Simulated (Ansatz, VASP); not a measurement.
## RbScPtC6N6: VASP beside Ansatz

The input INCAR:

```
PREC = Accurate
ENCUT = 700
EDIFF = 1E-6
ISMEAR = 0
SIGMA = 0.1
LREAL = Auto
LASPH = True
NELM = 120
ALGO = Normal
ISIF = 2
LWAVE = False
LCHARG = True
GGA = PE
LELF = True
LVHAR = True
NBANDS = 59
GGA_COMPAT = False
```

File KPOINTS:

```
Automatic mesh
0
Gamma
  4 4 4
```

File POSCAR:

```
RbScPtC6N6
1.0
    0.0000000000      5.2070000000      5.2070000000
    5.2070000000      0.0000000000      5.2070000000
    5.2070000000      5.2070000000      0.0000000000
Rb Sc Pt C N
1 1 1 6 6
Direct
    0.7500000000      0.7500000000      0.7500000000
    0.5000000000      0.5000000000      0.5000000000
    0.0000000000      0.0000000000      0.0000000000
    0.8159208800      0.1840791200      0.1840791200
    0.1840791200      0.1840791200      0.8159208800
    0.8159208800      0.1840791200      0.8159208800
    0.1840791200      0.8159208800      0.8159208800
    0.8159208800      0.8159208800      0.1840791200
    0.1840791200      0.8159208800      0.1840791200
    0.7035721100      0.2964278900      0.2964278900
    0.2964278900      0.2964278900      0.7035721100
    0.7035721100      0.2964278900      0.7035721100
    0.2964278900      0.7035721100      0.7035721100
    0.7035721100      0.7035721100      0.2964278900
    0.2964278900      0.7035721100      0.2964278900
```

Input for Ansatz:

```yaml
crystal:
  lattice:
    - [0.0, 5.207, 5.207]
    - [5.207, 0.0, 5.207]
    - [5.207, 5.207, 0.0]
  atoms:
    - { symbol: Rb, position: [0.75, 0.75, 0.75] }
    - { symbol: Sc, position: [0.5, 0.5, 0.5] }
    - { symbol: Pt, position: [0.0, 0.0, 0.0] }
    - { symbol: C, position: [0.81592088, 0.18407912, 0.18407912] }
    - { symbol: C, position: [0.18407912, 0.18407912, 0.81592088] }
    - { symbol: C, position: [0.81592088, 0.18407912, 0.81592088] }
    - { symbol: C, position: [0.18407912, 0.81592088, 0.81592088] }
    - { symbol: C, position: [0.81592088, 0.81592088, 0.18407912] }
    - { symbol: C, position: [0.18407912, 0.81592088, 0.18407912] }
    - { symbol: "N", position: [0.70357211, 0.29642789, 0.29642789] }
    - { symbol: "N", position: [0.29642789, 0.29642789, 0.70357211] }
    - { symbol: "N", position: [0.70357211, 0.29642789, 0.70357211] }
    - { symbol: "N", position: [0.29642789, 0.70357211, 0.70357211] }
    - { symbol: "N", position: [0.70357211, 0.70357211, 0.29642789] }
    - { symbol: "N", position: [0.29642789, 0.70357211, 0.29642789] }
basis:
  ecutwfc: 420
kpoints:
  mp_grid: { grid: [4, 4, 4] }
hamiltonian:
  xc: pbe
scf:
  occupations: { method: gaussian, width: 0.1 }
  lower_state_search: "off"
output:
  forces: true
  stress: true
  eigenvalues: true
```

Alike in both runs: task single point; functional PBE; k mesh 4 × 4 × 4; occupations gaussian, width 0.1 eV; no spin polarisation.

|  | VASP | Ansatz |
| --- | --- | --- |
| version | VASP 6.6.1 | Ansatz 0.2.0 |
| potentials or method | VASP PAW PBE potentials, release 64 (Rb_sv, Sc_sv, Pt_sv_GW, C, N), cutoff 700 eV | scalar-relativistic, plane waves, PAW |
| valence electrons in the cell | 92 | 92 |

VASP gave:

| Item | Value |
| --- | --- |
| gap on the k mesh at the Fermi level (eV) | none |
| pressure (GPa) | 9.9 |
| rms of the force components (eV/Å) | 0.477 |

**Question.** Estimate Ansatz's values.

**Answer.** gap on the k mesh at the Fermi level (eV): none; pressure (GPa): 9.5; rms of the force components (eV/Å): 0.601.

Atom by atom the forces differ by 0.176 eV/Å (rms over components). A gap of «none» marks a metal or a gap that the smearing closes.

Neither program's run includes spin-orbit coupling. Noted on VASP's run: the standard files for N, O and F lose accuracy on very short bonds.
